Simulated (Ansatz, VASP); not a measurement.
## One calculation of Ge, two programs

```xyz
2
Lattice="0.0000 2.8806 2.8806 2.8806 0.0000 2.8806 2.8806 2.8806 0.0000" Properties=species:S:1:pos:R:3 pbc="T T T"
Ge    2.8806    2.8806    2.8806
Ge    4.3210    4.3210    4.3210
```

Alike in both runs: functional PBE; k mesh 16 × 16 × 16; occupations gaussian, width 0.1 eV; no spin polarisation.

Ansatz relaxed the structure, and its values are those at the end. VASP's run is a single point on that final structure, the one shown.

|  | VASP | Ansatz |
| --- | --- | --- |
| version | VASP 6.6.1 | Ansatz 0.2.0 |
| potentials or method | VASP PAW PBE potentials, release 64 (Ge_d), cutoff 520 eV | scalar-relativistic, plane waves, PAW |
| valence electrons in the cell | 28 | 28 |

|  | VASP | Ansatz | Ansatz less VASP |
| --- | --- | --- | --- |
| gap on the k mesh at the Fermi level (eV) | none | none | - |
| pressure (GPa) | -0.1 | 0.0 | +0.11 |

A gap of «none» marks a metal or a gap that the smearing closes. With one functional, cell and mesh, what is left measures potentials, basis and numerics.
